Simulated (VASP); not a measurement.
# Ta in VASP: notebook

The runs below take Ta through single point, with r2SCAN.

Program: VASP 6.6.1. These are calculated values, not measurements. Logs are shortened: lines on timing, memory, paths and dates and some standing lists are left out, and cuts for length are marked.

## Step 1: The cell of the first run

The cell holds a slab with vacuum, 4 atoms: a = 2.900 Å, b = 2.900 Å, c = 13.749 Å, α = 90.00°, β = 90.00°, γ = 120.00°.

## Step 2: Single point, r2SCAN

The input, POSCAR:

```
Ta
1.0
    2.9003720700      0.0000000000      0.0000000000
   -1.4501860400      2.5117959000      0.0000000000
    0.0000000000      0.0000000000     13.7494110000
Ta
4
Direct
    0.6666666700      0.3333333300      0.4060637216
    0.3333333300      0.6666666700      0.2181911647
    0.6666666700      0.3333333300      0.7818088353
    0.3333333300      0.6666666700      0.5939362784
```

The input, INCAR.step1:

```
ALGO = Normal
DIPOL = 0.5 0.5 0.500
EDIFF = 1E-4
ENCUT = 520
GGA = PE
IDIPOL = 3
ISMEAR = 0
LASPH = True
LCHARG = False
LDIPOL = True
LREAL = False
LWAVE = True
NBANDS = 30
NELM = 100
PREC = Accurate
SIGMA = 0.01
```

The input, INCAR.step2:

```
ALGO = Normal
DIPOL = 0.5 0.5 0.500
EDIFF = 1E-6
ENCUT = 520
IDIPOL = 3
ISIF = 2
ISMEAR = 0
ISTART = 1
LASPH = True
LCHARG = True
LDIPOL = True
LELF = True
LMIXTAU = True
LREAL = False
LVACPOTAV = True
LVHAR = True
LWAVE = False
METAGGA = R2SCAN
NBANDS = 30
NELM = 100
PREC = Accurate
SIGMA = 0.01
```

The input, KPOINTS:

```
k-points
0
Gamma
  7 7 1
```

Potentials or basis: VASP PAW PBE potentials, release 64 (Ta_pv).

Run with:

```
cat potpaw_PBE.64/Ta_pv/POTCAR > POTCAR
cp INCAR.step1 INCAR
mpirun -np 1 vasp_std > vasp.out
cp INCAR.step2 INCAR
mpirun -np 1 vasp_std > vasp.out
```

OUTCAR:

```text
EDIFF = 1E-6
   ENCUT = 520
   ISIF = 2
   ISMEAR = 0
   ISTART = 1
   LASPH = True
   LREAL = False
   METAGGA = R2SCAN
   NELM = 100
   PREC = Accurate

 ion  position               nearest neighbor table
   1  0.667  0.333  0.406-   4 3.08   2 3.08   4 3.08   2 3.08   4 3.08   2 3.08
   2  0.333  0.667  0.218-   1 3.08   1 3.08   1 3.08
   3  0.667  0.333  0.782-   4 3.08   4 3.08   4 3.08
   4  0.333  0.667  0.594-   1 3.08   3 3.08   1 3.08   3 3.08   1 3.08   3 3.08

  LATTYP: Found a hexagonal cell.
 ALAT       =     2.9003720700
 C/A-ratio  =     4.7405679920

  Lattice vectors:

 A1 = (   2.9003720700,   0.0000000000,   0.0000000000)
 A2 = (  -1.4501860400,   2.5117959000,   0.0000000000)
 A3 = (   0.0000000000,   0.0000000000,  13.7494110000)

Analysis of symmetry for initial positions (statically):
=====================================================================
 Subroutine PRICEL returns:
 Original cell was already a primitive cell.

 Routine SETGRP: Setting up the symmetry group for a
 hexagonal supercell.

 Subroutine GETGRP returns: Found 12 space group operations
 (whereof 12 operations were pure point group operations)
 out of a pool of 24 trial point group operations.

The static configuration has the point symmetry D_3d.

Analysis of symmetry for dynamics (positions and initial velocities):
=====================================================================
 Subroutine PRICEL returns:
 Original cell was already a primitive cell.

 Routine SETGRP: Setting up the symmetry group for a
 hexagonal supercell.

 Subroutine GETGRP returns: Found 12 space group operations
 (whereof 12 operations were pure point group operations)
 out of a pool of 24 trial point group operations.

The dynamic configuration has the point symmetry D_3d.

 Subroutine INISYM returns: Found 12 space group operations
 (whereof 12 operations are pure point group operations),
 and found     1 'primitive' translations

----------------------------------------------------------------------------------------

                                     Primitive cell

  volume of cell :     100.1664

  direct lattice vectors                    reciprocal lattice vectors
     2.900372070  0.000000000  0.000000000     0.344783351  0.199060760  0.000000000
    -1.450186040  2.511795900  0.000000000     0.000000000  0.398121519  0.000000000
     0.000000000  0.000000000 13.749411000     0.000000000  0.000000000  0.072730388

  length of vectors
     2.900372070  2.900372079 13.749411000     0.398121521  0.398121519  0.072730388

  position of ions in fractional coordinates (direct lattice)
     0.666666670  0.333333330  0.406063722
     0.333333330  0.666666670  0.218191165
     0.666666670  0.333333330  0.781808835
     0.333333330  0.666666670  0.593936278

  ion indices of the primitive-cell ions
   primitive index   ion index
                 1           1
                 2           2
                 3           3
                 4           4

----------------------------------------------------------------------------------------

 KPOINTS: k-points

Automatic generation of k-mesh.
 Grid dimensions read from file:
 generate k-points for:    7    7    1

 Generating k-lattice:

  Cartesian coordinates                     Fractional coordinates (reciprocal lattice)
     0.049254764  0.028437251  0.000000000     0.142857143  0.000000000  0.000000000
     0.000000000  0.056874503  0.000000000     0.000000000  0.142857143  0.000000000
     0.000000000  0.000000000  0.072730388     0.000000000  0.000000000  1.000000000

  Length of vectors
     0.056874503  0.056874503  0.072730388

  Shift w.r.t. Gamma in fractional coordinates (k-lattice)
     0.000000000  0.000000000  0.000000000

 Subroutine IBZKPT returns following result:
 ===========================================

 Found      8 irreducible k-points:

 Following reciprocal coordinates:
            Coordinates               Weight
  0.000000  0.000000  0.000000      1.000000
  0.142857  0.000000  0.000000      6.000000
  0.285714  0.000000  0.000000      6.000000
  0.428571  0.000000  0.000000      6.000000
  0.142857  0.142857  0.000000      6.000000
  0.285714  0.142857  0.000000     12.000000
  0.428571  0.142857  0.000000      6.000000
  0.285714  0.285714  0.000000      6.000000
   k-points           NKPTS =      8   k-points in BZ     NKDIM =      8   number of bands    NBANDS=     30
   number of dos      NEDOS =    301   number of ions     NIONS =      4
   total plane-waves  NPLWV =  62208
   dimension x,y,z NGX =    24 NGY =   24 NGZ =  108
   dimension x,y,z NGXF=    48 NGYF=   48 NGZF=  216
   ions per type =               4
   NGX,Y,Z   is equivalent  to a cutoff of  13.76, 13.76, 13.06 a.u.
   NGXF,Y,Z  is equivalent  to a cutoff of  27.51, 27.51, 26.12 a.u.
 SYSTEM =  unknown system
   PREC   = accura    normal or accurate (medium, high low for compatibility)
   ISTART =      1    job   : 0-new  1-cont  2-samecut
   ICHARG =      0    charge: 1-file 2-atom 10-const
   ISPIN  =      1    spin polarized calculation?
   LNONCOLLINEAR =      F non collinear calculations
   LSORBIT =      F    spin-orbit coupling
   LASPH  =      T    aspherical Exc in radial PAW
   ENCUT  =  520.0 eV  38.22 Ry    6.18 a.u.   5.39  5.39 25.56*2*pi/ulx,y,z
   NELM   =    100;   NELMIN=  2; NELMDL=  0     # of ELM steps
   EDIFF  = 0.1E-05   stopping-criterion for ELM
   LREAL  =      F    real-space projection
   EDIFFG = 0.1E-04   stopping-criterion for IOM
   NSW    =      0    number of steps for IOM
   IBRION =     -1    ionic relax: 0-MD 1-quasi-New 2-CG
   NFREE  =      0    steps in history (QN), initial steepest desc. (CG)
   ISIF   =      2    stress and relaxation
   ISYM   =      2    0-nonsym 1-usesym 2-fastsym
   POTIM  = 0.5000    time-step for ionic-motion
   TEBEG  =    0.0;   TEEND  =   0.0 temperature during run
   PSTRESS=    0.0 pullay stress
   NELECT =      44.0000    total number of electrons
   NUPDOWN=      -1.0000    fix difference up-down
   EMIN   =  10.00;   EMAX   =-10.00  energy-range for DOS
   EFERMI =   0.00;   METHOD = LEGACY
   ISMEAR =     0;   SIGMA  =   0.01  broadening in eV -4-tet -1-fermi 0-gaus
   EFERMI_NEDOS =   21; number of points for ismear=-14 and -15
   IALGO  =     38    algorithm
   IMIX   =      4    mixing-type and parameters
     AMIX     =   0.40;   BMIX     =  1.00
     AMIX_MAG =   1.60;   BMIX_MAG =  1.00
  volume/ion in A,a.u.               =      25.04       168.99
  Fermi-wavevector in a.u.,A,eV,Ry     =   1.244472  2.351710 21.071474  1.548710
  Thomas-Fermi vector in A             =   2.378737
   LORBIT       =      0    0 simple, 1 ext, 2 COOP (PROOUT), +10 PAW based schemes
   METAGGA = R2SCAN    functional components
   LHFCALC =     F    Hartree Fock is set to
   AEXX    =    0.0000 exact exchange contribution
   IVDW    =     0    specifies the selected vdW correction
   LEPSILON=     F    determine dielectric tensor
   LRPA    =     F    only Hartree local field effects (RPA)
 non-spin polarized calculation
 Gauss-broadening in eV      SIGMA  =   0.01
  energy-cutoff  :      520.00
  volume of cell :      100.17
 maximum number of plane-waves:      2763
 NGX is ok and might be reduce to    24
   NGX = 11   NGY = 11   NGZ = 51

 dipolmoment           0.000000      0.000000     -0.000000 electrons x Angstroem

 number of electron      44.0000002 magnetization

 dipolmoment           0.000000      0.000000      0.000000 electrons x Angstroem

 Free energy of the ion-electron system (eV)
  ---------------------------------------------------
  ext. energy  EPLUGINS =         0.00000000
  ---------------------------------------------------
  free energy    TOTEN  =      -190.85614971 eV

  energy without entropy =     -190.85417478  energy(sigma->0) =     -190.85516224

 E-fermi :   2.9637     XC(G=0): -11.2001

 val. band max:        2.9632987125   @ k =   0.2857   0.1429   0.0000
 cond. band min:       2.9675249770   @ k =   0.2857   0.2857   0.0000
 fundamental gap:      0.0042262645
 Fermi energy:         2.9636615750

 k-point     1 :       0.0000    0.0000    0.0000
  band No.  band energies     occupation
      1     -32.8247      2.00000
      2     -32.7002      2.00000
      3     -32.4094      2.00000
      4     -32.1062      2.00000
      5     -31.9093      2.00000
      6     -31.9093      2.00000
[... 22 lines left out ...]
     29       4.1795      0.00000
     30       6.5389      0.00000

 k-point     2 :       0.1429    0.0000    0.0000
  band No.  band energies     occupation
      1     -32.7694      2.00000
      2     -32.6668      2.00000
      3     -32.4052      2.00000
      4     -32.1552      2.00000
      5     -32.1086      2.00000
      6     -32.0840      2.00000
[... 22 lines left out ...]
     29       4.9022      0.00000
     30       5.7999      0.00000

 k-point     3 :       0.2857    0.0000    0.0000
  band No.  band energies     occupation
      1     -32.6637      2.00000
      2     -32.6459      2.00000
      3     -32.5853      2.00000
      4     -32.5683      2.00000
      5     -32.4875      2.00000
      6     -32.4102      2.00000
[... 22 lines left out ...]
     29       6.2934      0.00000
     30       6.6665      0.00000

 k-point     4 :       0.4286    0.0000    0.0000
  band No.  band energies     occupation
      1     -32.9354      2.00000
      2     -32.9212      2.00000
      3     -32.8830      2.00000
      4     -32.8104      2.00000
      5     -32.4873      2.00000
      6     -32.4421      2.00000
[... 22 lines left out ...]
     29       6.8674      0.00000
     30       8.1720      0.00000

 k-point     5 :       0.1429    0.1429    0.0000
  band No.  band energies     occupation
      1     -32.6787      2.00000
      2     -32.6272      2.00000
      3     -32.4743      2.00000
      4     -32.4236      2.00000
      5     -32.3778      2.00000
      6     -32.3034      2.00000
[... 22 lines left out ...]
     29       5.8041      0.00000
     30       6.2344      0.00000

 k-point     6 :       0.2857    0.1429    0.0000
  band No.  band energies     occupation
      1     -32.7794      2.00000
      2     -32.7640      2.00000
      3     -32.7333      2.00000
      4     -32.6794      2.00000
      5     -32.5156      2.00000
      6     -32.4448      2.00000
[... 22 lines left out ...]
     29       5.9021      0.00000
     30       7.2954      0.00000

 k-point     7 :       0.4286    0.1429    0.0000
  band No.  band energies     occupation
      1     -32.9183      2.00000
      2     -32.9065      2.00000
      3     -32.8649      2.00000
      4     -32.7952      2.00000
      5     -32.4496      2.00000
      6     -32.4325      2.00000
[... 22 lines left out ...]
     29       6.9501      0.00000
     30       7.3654      0.00000

 k-point     8 :       0.2857    0.2857    0.0000
  band No.  band energies     occupation
      1     -32.7754      2.00000
      2     -32.7705      2.00000
      3     -32.7253      2.00000
      4     -32.6907      2.00000
      5     -32.5091      2.00000
      6     -32.5072      2.00000
[... 22 lines left out ...]
     29       6.4725      0.00000
     30       6.6989      0.00000

------------------------ aborting loop because EDIFF is reached ----------------------------------------

  FORCE on cell =-STRESS in cart. coord.  units (eV):
  Direction    XX          YY          ZZ          XY          YZ          ZX
  --------------------------------------------------------------------------------------
  -------------------------------------------------------------------------------------
  Total       -3.0138034     -3.0138034     -3.9492455      0.0000000      0.0000000     -0.0000000
  in kB      -48.2062499    -48.2062502    -63.1687896      0.0000001      0.0000000     -0.0000000
  external PRESSURE =     -53.1937633 kB  Pullay stress =       0.0000000 kB

 VOLUME and BASIS-vectors are now :
 -----------------------------------------------------------------------------
  energy-cutoff  :      520.00
  volume of cell :      100.17
      direct lattice vectors                 reciprocal lattice vectors
     2.900372070  0.000000000  0.000000000     0.344783351  0.199060760  0.000000000
    -1.450186040  2.511795900  0.000000000     0.000000000  0.398121519  0.000000000
     0.000000000  0.000000000 13.749411000     0.000000000  0.000000000  0.072730388

 POSITION                                       TOTAL-FORCE (eV/Angst)
 -----------------------------------------------------------------------------------
      1.45019      0.83727      5.58314         0.000000      0.000000     -0.417914
     -0.00000      1.67453      3.00000         0.000000     -0.000000      0.543498
      1.45019      0.83727     10.74941        -0.000000      0.000000     -0.543498
     -0.00000      1.67453      8.16627        -0.000000      0.000000      0.417914
 -----------------------------------------------------------------------------------
    total drift:                               -0.000000      0.000000      0.000000

  FREE ENERGIE OF THE ION-ELECTRON SYSTEM (eV)
  ---------------------------------------------------
  free  energy   TOTEN  =      -190.8561497065 eV

  energy  without entropy=     -190.8541747796  energy(sigma->0) =     -190.85516224
```

Run time: 1.9 min. Hardware: 1 thread of Intel Xeon 6975P-C, shared host; peak memory 0.26 GiB.

Results:

| Quantity | Value |
| --- | --- |
| Free energy | -190.8561 eV |
| Largest force | 0.543 eV/Å |
| Band gap on the k mesh | zero (band 22 reaches 3.70 eV, above the bottom of band 23 at 2.75 eV) |

Forces on the atoms (eV/Å):
```
Ta   0.000  0.000 -0.418
Ta   0.000  0.000  0.543
Ta   0.000  0.000 -0.543
Ta   0.000  0.000  0.418
```

Levels at points of the mesh, in eV from the Fermi level:
```tsv
k point	band 18	band 19	band 20	band 21	band 22	band 23	band 24	band 25	band 26	band 27
(0.00, 0.00, 0.00)	-1.06	-0.71	-0.21	0.41	0.73	0.73	0.82	0.82	1.01	1.01
```

Caveat: the PAW data sets were made with another functional, which shifts forces and pressure a little; spin-orbit coupling is left out, which moves the levels of the heavy elements.

(Continued in part 2 of 3.)
